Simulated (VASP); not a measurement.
Runs of VASP 6.6.1 on Ta. The structure is that of space group Im-3m (No. 229), or close to it. The cells are those of the table. 

```tsv
cell	gap on the mesh (eV)	pressure (GPa)
a = 2.816 Å, angles 109.5°, 1 atom	none	(a)
a = 2.931 Å, angles 109.5°, 1 atom	none	-10.1
a = 2.855 Å, angles 109.5°, 1 atom	none	(b)
a = 2.857 Å, angles 107.9, 107.9, 112.7°, 1 atom	none	4.7
a = 2.949 Å, angles 109.5°, 1 atom	none	-12.9
```

Alike in all rows: task single point; level PBE; potentials or basis VASP PAW PBE potentials, release 64 (Ta_pv); no spin polarisation; k mesh 20 × 20 × 20; cutoff (eV) 520; smearing gaussian 0.15 eV.

**Question.** Estimate the missing entries.

**Answer.** (a) 14.0; (b) 4.4.

Caveats: spin-orbit coupling is left out, which moves the levels of the heavy elements; the cell stands under pressure (at least some runs); the cell stands under tension (at least some runs).

A k mesh can miss the band edges, and the runs leave out spin-orbit coupling on Ta.

A gap of «none» marks levels without a gap at the run's occupations.
